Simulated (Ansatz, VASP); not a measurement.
## Te in VASP and in Ansatz

```xyz
3
Lattice="4.6028 0.0000 0.0000 -2.3014 3.9862 0.0000 0.0000 0.0000 2.7530" Properties=species:S:1:pos:R:3 pbc="T T T"
Te    0.0000    0.0000    0.0000
Te    0.0000    2.6574    1.3765
Te    2.3014    1.3287    1.3765
```

Change from the starting cell: volume scaled by 0.58, LAPW.

Alike in both runs: task single point; functional PBE; k mesh 7 × 7 × 9; occupations fermi-dirac, width 0.1 eV; no spin polarisation.

|  | VASP | Ansatz |
| --- | --- | --- |
| version | VASP 6.6.1 | Ansatz 0.2.0 |
| potentials or method | VASP PAW PBE potentials, release 64 (Te), cutoff 520 eV | all-electron LAPW, scalar-relativistic |

|  | VASP | Ansatz | Ansatz less VASP |
| --- | --- | --- | --- |
| pressure (GPa) | 103.8 | 103.2 | -0.61 |
| traceless stress, the component that is largest in VASP (GPa) | -0.16 | -0.18 | -0.017 |

Both programs put the cell under a high pressure, so it lies far from rest at this level. Ansatz ran all-electron here, and VASP with PAW potentials.

Neither program's run includes spin-orbit coupling. Noted on VASP's run: the cell as given lies far from equilibrium.
